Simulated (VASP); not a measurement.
# CuO (C2/c) in VASP: a series of runs

CuO is run at these levels: PBEsol; tasks: single point.

All numbers are computed with VASP 6.6.1; they aren't measurements. Logs are shortened: lines on timing, memory, paths and dates and some standing lists are left out, and cuts for length are marked.

## 1. The cell of the first run

The typed cell holds 4 atoms: a = 2.894 Å, b = 2.894 Å, c = 5.092 Å, α = 89.99°, β = 89.99°, γ = 89.77°.

## 2. Single point, PBEsol

Contents of INCAR:

```
PREC = Accurate ; ENCUT = 520
EDIFF = 1E-7 ; ISMEAR = 0
SIGMA = 0.1 ; LREAL = False
LASPH = True ; NELM = 80
ALGO = Normal ; ISIF = 2
LWAVE = False ; LCHARG = False
GGA = PS ; NBANDS = 25
```

Contents of KPOINTS:

```
Automatic mesh
0
Gamma
  12 12 7
```

Contents of POSCAR:

```
CuO
1.0
    2.8941129565      0.0000000000      0.0000000000
    0.0116739775      2.8940894117      0.0000000000
    0.0006760620      0.0006733404      5.0920242741
Cu O
2 2
Direct
    0.0000000000      0.5000000000      0.0000000000
    0.5000000000      0.0000000000      0.5000000000
    0.4999601330      0.5000398670      0.2500000000
    0.5000398670      0.4999601330      0.7500000000
```

Potentials or basis: VASP PAW PBE potentials, release 64 (Cu, O).

Launch:

```bash
> cat potpaw_PBE.64/Cu/POTCAR potpaw_PBE.64/O/POTCAR > POTCAR
> mpirun -np 1 vasp_std > vasp.out
```

OUTCAR:

```text
PREC = Accurate
   ENCUT = 520
   EDIFF = 1E-7
   ISMEAR = 0
   LREAL = False
   LASPH = True
   NELM = 80
   ISIF = 2
   GGA = PS

 ion  position               nearest neighbor table
   1  0.000  0.500  0.000-   4 1.93   3 1.93   4 1.93   3 1.93
   2  0.500  0.000  0.500-   3 1.93   4 1.93   4 1.93   3 1.93
   3  0.500  0.500  0.250-   2 1.93   1 1.93   2 1.93   1 1.93
   4  0.500  0.500  0.750-   2 1.93   1 1.93   2 1.93   1 1.93

  LATTYP: Found a base centered monoclinic cell.
 ALAT       =     4.1011402352
 B/A-ratio  =     0.9959744047
 C/A-ratio  =     1.2416118619
 COS(beta)  =    -0.0001873859

  Lattice vectors:

 A1 = (  -2.8941129565,   0.0000000000,   0.0000000000)
 A2 = (  -0.0116739775,  -2.8940894117,   0.0000000000)
 A3 = (   0.0006760620,   0.0006733404,   5.0920242741)

Analysis of symmetry for initial positions (statically):
=====================================================================
 Subroutine PRICEL returns:
 Original cell was already a primitive cell.

 Routine SETGRP: Setting up the symmetry group for a
 base centered monoclinic supercell.

 Subroutine GETGRP returns: Found  4 space group operations
 (whereof  2 operations were pure point group operations)
 out of a pool of  4 trial point group operations.

The static configuration has the point symmetry S_2 .
 The point group associated with its full space group is C_2h.

Analysis of symmetry for dynamics (positions and initial velocities):
=====================================================================
 Subroutine PRICEL returns:
 Original cell was already a primitive cell.

 Routine SETGRP: Setting up the symmetry group for a
 base centered monoclinic supercell.

 Subroutine GETGRP returns: Found  4 space group operations
 (whereof  2 operations were pure point group operations)
 out of a pool of  4 trial point group operations.

The dynamic configuration has the point symmetry S_2 .
 The point group associated with its full space group is C_2h.

 Subroutine INISYM returns: Found  4 space group operations
 (whereof  2 operations are pure point group operations),
 and found     1 'primitive' translations

----------------------------------------------------------------------------------------

                                     Primitive cell
[... 87 lines left out ...]
   ISTART =      0    job   : 0-new  1-cont  2-samecut
   ICHARG =      2    charge: 1-file 2-atom 10-const
   ISPIN  =      1    spin polarized calculation?
   LNONCOLLINEAR =      F non collinear calculations
   LSORBIT =      F    spin-orbit coupling
   LASPH  =      T    aspherical Exc in radial PAW
   ENCUT  =  520.0 eV  38.22 Ry    6.18 a.u.   5.38  5.38  9.47*2*pi/ulx,y,z
   NELM   =     80;   NELMIN=  2; NELMDL= -5     # of ELM steps
   EDIFF  = 0.1E-06   stopping-criterion for ELM
   LREAL  =      F    real-space projection
   EDIFFG = 0.1E-05   stopping-criterion for IOM
   NSW    =      0    number of steps for IOM
   IBRION =     -1    ionic relax: 0-MD 1-quasi-New 2-CG
   NFREE  =      0    steps in history (QN), initial steepest desc. (CG)
   ISIF   =      2    stress and relaxation
   ISYM   =      2    0-nonsym 1-usesym 2-fastsym
   POTIM  = 0.5000    time-step for ionic-motion
   TEBEG  =    0.0;   TEEND  =   0.0 temperature during run
   PSTRESS=    0.0 pullay stress
   NELECT =      34.0000    total number of electrons
   NUPDOWN=      -1.0000    fix difference up-down
   EMIN   =  10.00;   EMAX   =-10.00  energy-range for DOS
   EFERMI =   0.00;   METHOD = LEGACY
   ISMEAR =     0;   SIGMA  =   0.10  broadening in eV -4-tet -1-fermi 0-gaus
   EFERMI_NEDOS =   21; number of points for ismear=-14 and -15
   IALGO  =     38    algorithm
   IMIX   =      4    mixing-type and parameters
     AMIX     =   0.40;   BMIX     =  1.00
     AMIX_MAG =   1.60;   BMIX_MAG =  1.00
  volume/ion in A,a.u.               =      10.66        71.95
  Fermi-wavevector in a.u.,A,eV,Ry     =   1.517965  2.868538 31.350798  2.304219
  Thomas-Fermi vector in A             =   2.627150
   LORBIT       =      0    0 simple, 1 ext, 2 COOP (PROOUT), +10 PAW based schemes
   GGA     = PS    functional components
   LHFCALC =     F    Hartree Fock is set to
   AEXX    =    0.0000 exact exchange contribution
   IVDW    =     0    specifies the selected vdW correction
   LEPSILON=     F    determine dielectric tensor
   LRPA    =     F    only Hartree local field effects (RPA)
 non-spin polarized calculation
 Gauss-broadening in eV      SIGMA  =   0.10
  energy-cutoff  :      520.00
  volume of cell :       42.65
 maximum number of plane-waves:      1175
 NGX is ok and might be reduce to    24
   NGX = 11   NGY = 11   NGZ = 19

 number of electron      33.9999966 magnetization

 Free energy of the ion-electron system (eV)
  ---------------------------------------------------
  ext. energy  EPLUGINS =         0.00000000
  ---------------------------------------------------
  free energy    TOTEN  =       -21.48460622 eV

  energy without entropy =      -21.47415948  energy(sigma->0) =      -21.47938285

 E-fermi :   5.2283     XC(G=0): -11.8067

 val. band max:        5.2265417683   @ k =  -0.4167   0.0833  -0.0000
 cond. band min:       5.2288185170   @ k =   0.4167   0.0833  -0.0000
 fundamental gap:      0.0022767487
 Fermi energy:         5.2283291398

 k-point     1 :       0.0000    0.0000    0.0000
  band No.  band energies     occupation
      1     -14.8617      2.00000
      2     -13.4281      2.00000
      3      -3.3350      2.00000
      4      -0.5043      2.00000
      5      -0.4956      2.00000
      6       1.2540      2.00000
[... 661 lines left out ...]
     24      18.4495      0.00000
     25      19.0048      0.00000

 [... further k-points ...]
[... 5 lines left out ...]
  --------------------------------------------------------------------------------------
  -------------------------------------------------------------------------------------
  Total        0.1744986      0.1745469      0.2737420     -0.0059867     -0.0007382     -0.0007412
  in kB        6.5551807      6.5569950     10.2833381     -0.2248933     -0.0277313     -0.0278436
  external PRESSURE =       7.7985046 kB  Pullay stress =       0.0000000 kB

 VOLUME and BASIS-vectors are now :
 -----------------------------------------------------------------------------
  energy-cutoff  :      520.00
  volume of cell :       42.65
      direct lattice vectors                 reciprocal lattice vectors
     2.894112956  0.000000000  0.000000000     0.345529015 -0.001393771 -0.000045691
     0.011673978  2.894089412  0.000000000     0.000000000  0.345531826 -0.000045691
     0.000676062  0.000673340  5.092024274     0.000000000  0.000000000  0.196385552

 POSITION                                       TOTAL-FORCE (eV/Angst)
 -----------------------------------------------------------------------------------
      0.00584      1.44704      0.00000         0.000000     -0.000000      0.000000
      1.44739      0.00034      2.54601         0.000000     -0.000000      0.000000
      1.45295      1.44733      1.27301        -0.000195      0.000196     -0.000000
      1.45352      1.44743      3.81902         0.000195     -0.000196      0.000000
 -----------------------------------------------------------------------------------
    total drift:                                0.000000     -0.000000     -0.000000

  FREE ENERGIE OF THE ION-ELECTRON SYSTEM (eV)
  ---------------------------------------------------
  free  energy   TOTEN  =       -21.4846062228 eV

  energy  without entropy=      -21.4741594801  energy(sigma->0) =      -21.47938285
```

OSZICAR:

```text
N       E                     dE             d eps       ncg     rms          rms(c)
DAV:   1     0.293809564704E+03    0.29381E+03   -0.16331E+04 14683   0.212E+03
DAV:   2     0.965484110609E+01   -0.28415E+03   -0.26190E+03 14080   0.392E+02
DAV:   3    -0.263898075157E+02   -0.36045E+02   -0.34180E+02 17430   0.156E+02
DAV:   4    -0.276266488318E+02   -0.12368E+01   -0.12307E+01 17095   0.307E+01
DAV:   5    -0.276510130436E+02   -0.24364E-01   -0.24352E-01 17856   0.383E+00    0.179E+01
DAV:   6    -0.253612121916E+02    0.22898E+01   -0.39593E+01 19826   0.160E+02    0.138E+01
DAV:   7    -0.214352813699E+02    0.39259E+01   -0.10723E+01 16875   0.118E+02    0.252E+00
DAV:   8    -0.215290218500E+02   -0.93740E-01   -0.15037E+00 14512   0.826E+00    0.165E+00
DAV:   9    -0.214896064372E+02    0.39415E-01   -0.55648E-02 20700   0.590E+00    0.500E-01
DAV:  10    -0.214861383014E+02    0.34681E-02   -0.12819E-02 19205   0.132E+00    0.390E-01
DAV:  11    -0.214845648423E+02    0.15735E-02   -0.68297E-03 20935   0.791E-01    0.631E-02
DAV:  12    -0.214845891156E+02   -0.24273E-04   -0.43630E-04 20482   0.264E-01    0.482E-02
DAV:  13    -0.214846073873E+02   -0.18272E-04   -0.41548E-05 20901   0.740E-02    0.895E-03
DAV:  14    -0.214846064139E+02    0.97332E-06   -0.24455E-06 22555   0.366E-02    0.531E-03
DAV:  15    -0.214846062352E+02    0.17879E-06   -0.18019E-06 21456   0.141E-02    0.485E-04
DAV:  16    -0.214846062228E+02    0.12355E-07   -0.50943E-08  8176   0.228E-03
   1 F= -.21484606E+02 E0= -.21479383E+02  d E =-.104467E-01
```

Wall time 4.6 min (1 thread of Intel Xeon Platinum 8259CL at 2.50GHz (Skylake/Cascade Lake), shared host); peak memory 0.35 GiB.

Results:

* Free energy: -21.4846 eV
* Pressure: 0.8 GPa
* Band gap on the k mesh: zero (bands 17 and 18 overlap by 1.05 eV)

Stress tensor (GPa, compression positive):
```
 0.66 -0.02  0.00
-0.02  0.66  0.00
 0.00  0.00  1.03
```

Caveat: the PAW data sets were made with another functional, which shifts forces and pressure a little; semilocal functionals often make such compounds metallic where correlation or magnetic order opens a gap, which also shifts bond lengths. With open d or f shells a metallic result of PBEsol can be an artefact of self-interaction; +U or a hybrid may open a gap.

## 3. Single point, PBEsol

Contents of INCAR:

```
PREC = Accurate
ENCUT = 520
EDIFF = 1E-7
ISMEAR = 0
SIGMA = 0.1
LREAL = F
LASPH = T
NELM = 100
ALGO = Normal
ISIF = 2
LWAVE = F
LCHARG = F
GGA = PS
NBANDS = 25
```

Contents of KPOINTS:

```
regular mesh
0
Gamma
  16 16 8
```

Contents of POSCAR:

```
CuO
1.0
    2.0443485166     -2.0423153848      0.1596152644
    2.0443485166      2.0423153848      0.1596152644
   -0.3973116606      0.0000000000      5.0765003131
Cu O
2 2
Direct
    0.0000000000      0.5000000000      0.0000000000
    0.5000000000      0.0000000000      0.5000000000
    0.5000398702      0.4999601298      0.2500000000
    0.4999601298      0.5000398702      0.7500000000
```

Potentials or basis: VASP PAW PBE potentials, release 64 (Cu, O).

Launch:

```bash
> cat potpaw_PBE.64/Cu/POTCAR potpaw_PBE.64/O/POTCAR > POTCAR
> mpirun -np 1 vasp_std > vasp.out
```

OUTCAR:

```text
PREC = Accurate
   ENCUT = 520
   EDIFF = 1E-7
   ISMEAR = 0
   LREAL = F
   LASPH = T
   NELM = 100
   ISIF = 2
   GGA = PS

 ion  position               nearest neighbor table
   1  0.000  0.500  0.000-   3 1.93   4 1.93   4 1.93   3 1.93
   2  0.500  0.000  0.500-   4 1.93   3 1.93   4 1.93   3 1.93
   3  0.500  0.500  0.250-   2 1.93   1 1.93   2 1.93   1 1.93
   4  0.500  0.500  0.750-   1 1.93   2 1.93   2 1.93   1 1.93

  LATTYP: Found a base centered monoclinic cell.
 ALAT       =     4.1011402756
 B/A-ratio  =     0.9959744108
 C/A-ratio  =     1.2416118465
 COS(beta)  =    -0.0001873825

  Lattice vectors:

 A1 = (   2.0443485166,  -2.0423153848,   0.1596152644)
 A2 = (   2.0443485166,   2.0423153848,   0.1596152644)
 A3 = (  -0.3973116606,   0.0000000000,   5.0765003131)

Analysis of symmetry for initial positions (statically):
=====================================================================
 Subroutine PRICEL returns:
 Original cell was already a primitive cell.

 Routine SETGRP: Setting up the symmetry group for a
 base centered monoclinic supercell.

 Subroutine GETGRP returns: Found  4 space group operations
 (whereof  2 operations were pure point group operations)
 out of a pool of  4 trial point group operations.

The static configuration has the point symmetry S_2 .
 The point group associated with its full space group is C_2h.

Analysis of symmetry for dynamics (positions and initial velocities):
=====================================================================
 Subroutine PRICEL returns:
 Original cell was already a primitive cell.

 Routine SETGRP: Setting up the symmetry group for a
 base centered monoclinic supercell.

 Subroutine GETGRP returns: Found  4 space group operations
 (whereof  2 operations were pure point group operations)
 out of a pool of  4 trial point group operations.
[... 116 lines left out ...]
   PSTRESS=    0.0 pullay stress
   NELECT =      34.0000    total number of electrons
   NUPDOWN=      -1.0000    fix difference up-down
   EMIN   =  10.00;   EMAX   =-10.00  energy-range for DOS
   EFERMI =   0.00;   METHOD = LEGACY
   ISMEAR =     0;   SIGMA  =   0.10  broadening in eV -4-tet -1-fermi 0-gaus
   EFERMI_NEDOS =   21; number of points for ismear=-14 and -15
   IALGO  =     38    algorithm
   IMIX   =      4    mixing-type and parameters
     AMIX     =   0.40;   BMIX     =  1.00
     AMIX_MAG =   1.60;   BMIX_MAG =  1.00
  volume/ion in A,a.u.               =      10.66        71.95
  Fermi-wavevector in a.u.,A,eV,Ry     =   1.517965  2.868538 31.350797  2.304219
  Thomas-Fermi vector in A             =   2.627150
   LORBIT       =      0    0 simple, 1 ext, 2 COOP (PROOUT), +10 PAW based schemes
   GGA     = PS    functional components
   LHFCALC =     F    Hartree Fock is set to
   AEXX    =    0.0000 exact exchange contribution
   IVDW    =     0    specifies the selected vdW correction
   LEPSILON=     F    determine dielectric tensor
   LRPA    =     F    only Hartree local field effects (RPA)
 non-spin polarized calculation
 Gauss-broadening in eV      SIGMA  =   0.10
  energy-cutoff  :      520.00
  volume of cell :       42.65
 maximum number of plane-waves:      1175
 NGX is ok and might be reduce to    24
   NGX = 11   NGY = 11   NGZ = 19

 number of electron      33.9999966 magnetization

 Free energy of the ion-electron system (eV)
  ---------------------------------------------------
  ext. energy  EPLUGINS =         0.00000000
  ---------------------------------------------------
  free energy    TOTEN  =       -21.48268846 eV

  energy without entropy =      -21.47067210  energy(sigma->0) =      -21.47668028

 E-fermi :   5.2325     XC(G=0): -11.8068

 val. band max:        5.2316246582   @ k =  -0.3125   0.4375   0.3750
 cond. band min:       5.2359499583   @ k =   0.4375   0.3750   0.3750
 fundamental gap:      0.0043253000
 Fermi energy:         5.2324641628

 k-point     1 :       0.0000    0.0000    0.0000
  band No.  band energies     occupation
      1     -14.8617      2.00000
      2     -13.4278      2.00000
      3      -3.3361      2.00000
      4      -0.5048      2.00000
      5      -0.4961      2.00000
      6       1.2531      2.00000
[... 661 lines left out ...]
     24      20.0303      0.00000
     25      20.1260      0.00000

 [... further k-points ...]
[... 5 lines left out ...]
  --------------------------------------------------------------------------------------
  -------------------------------------------------------------------------------------
  Total        0.1608184      0.1723164      0.2861112      0.0000000      0.0000000     -0.0087528
  in kB        6.0412724      6.4732043     10.7479987      0.0000000      0.0000000     -0.3288069
  external PRESSURE =       7.7541584 kB  Pullay stress =       0.0000000 kB

 VOLUME and BASIS-vectors are now :
 -----------------------------------------------------------------------------
  energy-cutoff  :      520.00
  volume of cell :       42.65
      direct lattice vectors                 reciprocal lattice vectors
     2.044348517 -2.042315385  0.159615264     0.243091251 -0.244820170  0.019025506
     2.044348517  2.042315385  0.159615264     0.243091251  0.244820170  0.019025506
    -0.397311661  0.000000000  5.076500313    -0.015286545  0.000000000  0.195789701

 POSITION                                       TOTAL-FORCE (eV/Angst)
 -----------------------------------------------------------------------------------
      1.02217      1.02116      0.07981         0.000000      0.000000     -0.000000
      0.82352     -1.02116      2.61806         0.000000      0.000000     -0.000000
      1.94502     -0.00016      1.42874         0.000000     -0.000296      0.000000
      1.74636      0.00016      3.96699        -0.000000      0.000296     -0.000000
 -----------------------------------------------------------------------------------
    total drift:                                0.000000      0.000000     -0.000000

  FREE ENERGIE OF THE ION-ELECTRON SYSTEM (eV)
  ---------------------------------------------------
  free  energy   TOTEN  =       -21.4826884570 eV

  energy  without entropy=      -21.4706720992  energy(sigma->0) =      -21.47668028
```

It took 11 min on 1 thread of Intel Xeon Platinum 8259CL at 2.50GHz (Skylake/Cascade Lake), shared host; peak memory 0.55 GiB.

Results:

| Item | Value |
| --- | --- |
| Free energy | -21.4827 eV |
| Pressure | 0.8 GPa |
| Band gap on the k mesh | zero (bands 17 and 18 overlap by 1.21 eV) |

Stress tensor (GPa, compression positive):
```
 0.60  0.00 -0.03
 0.00  0.65  0.00
-0.03  0.00  1.07
```

Caveat: the PAW data sets were made with another functional, which shifts forces and pressure a little; semilocal functionals often make such compounds metallic where correlation or magnetic order opens a gap, which also shifts bond lengths.
